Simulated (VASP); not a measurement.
Wanted: the native input for a VASP 6.6.1 run.

```yaml
Task: single point
Functional: PBE
Dispersion: D3(BJ)
Potentials_or_basis: VASP PAW PBE potentials, release 64 (C, O)
Cutoff: 520 eV
k_mesh: 6 × 8 × 1
Occupations: gaussian, width 0.05 eV
Spin: no spin polarisation
Dipole_correction: yes
Further_INCAR_settings: ALGO = Normal; EDIFF = 1e-06; NBANDS = 42
```

The structure of C13O lies in POSCAR:

```
C13O
1.0
    4.9292228556      0.0000000000      0.0000000000
    0.6166369004      3.5586578569      0.0000000000
    0.0000000000      0.0000000000     23.5476436662
C O
13 1
Direct
    0.3564276904      0.1499632950      0.1698683765
    0.8564276904      0.1499632950      0.1698683765
    0.0989390319      0.2099625321      0.1987042506
    0.5989390319      0.2099625321      0.1987042506
    0.0841110515      0.3299262085      0.2563592746
    0.5841110516      0.3299262085      0.2563592746
    0.3266667349      0.3895095996      0.2844286850
    0.8266667349      0.3895095996      0.2844286850
    0.3105178057      0.5194460749      0.3444814082
    0.8105178057      0.5194460749      0.3444814082
    0.0532190510      0.5779316571      0.3693636522
    0.5532190510      0.5779316571      0.3693636522
    0.0532190510      0.8279316571      0.5498488023
    0.0532190510      0.8279316571      0.5010116440
```

These files were run (other wordings do the same):

INCAR

```
PREC = Accurate
ENCUT = 520
EDIFF = 1E-6
ISMEAR = 0
SIGMA = 0.05
LREAL = F
LASPH = T
NELM = 80
ALGO = Normal
ISIF = 2
LWAVE = F
LCHARG = F
LDIPOL = T
IDIPOL = 3
DIPOL = 0.5 0.5 0.307
GGA = PE
IVDW = 12
NBANDS = 42
```

KPOINTS

```
regular mesh
0
Gamma
  6 8 1
```

Potentials or basis: VASP PAW PBE potentials, release 64 (C, O).

Command:

```bash
$ cat potpaw_PBE.64/C/POTCAR potpaw_PBE.64/O/POTCAR > POTCAR
$ mpirun -np 1 vasp_std > vasp.out
```

It gave:

| Quantity | Value |
| --- | --- |
| Largest force | 3.325 eV/Å |
| Band gap on the k mesh | zero (bands 29 and 30 overlap by 0.07 eV) |
| Dispersion energy per atom | -0.105 eV |

It took 7.8 min on 1 thread of Intel(R) Xeon(R) 6975P-C (Granite Rapids) (shared host), peak memory 0.67 GiB.
